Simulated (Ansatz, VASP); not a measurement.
TiO2: VASP beside Ansatz

```xyz
6
Lattice="2.6553 -2.6554 -0.0198 2.6553 2.6554 -0.0198 -2.6193 0.0000 4.8300" Properties=species:S:1:pos:R:3 pbc="T T T"
Ti    2.0005    1.9915    1.1877
Ti    0.6908   -1.9915    3.6026
O    -0.6402   -0.6638    3.1523
O     3.3316    0.6638    1.6380
O     2.0219   -0.6638    4.0530
O     0.6694    0.6638    0.7373
```

Alike in both runs: task single point; functional PBE; k mesh 6 × 6 × 6; occupations gaussian, width 0.05 eV; no spin polarisation; Hubbard terms Ti d U = 4.0 eV.

```csv
,VASP,Ansatz
version,VASP 6.6.1,Ansatz 0.2.0
potentials or method,"VASP PAW PBE potentials, release 64 (Ti_sv, O), cutoff 520 eV","scalar-relativistic, plane waves, PAW"
valence electrons in the cell,48,48
```

```csv
,VASP,Ansatz,Ansatz less VASP
gap on the k mesh at the Fermi level (eV),2.90,2.88,-0.018
least direct gap on the mesh (eV),3.13,3.10,-0.038
pressure (GPa),17.9,12.9,-5.00
"traceless stress, the component that is largest in VASP (GPa)",4.40,4.72,+0.316
rms of the force components (eV/Å),0.483,0.395,-0.0882
```

The programs project onto different local orbitals, so the same U acts differently, and such runs can settle in different states. Atom by atom the forces differ by 0.088 eV/Å (rms over components).
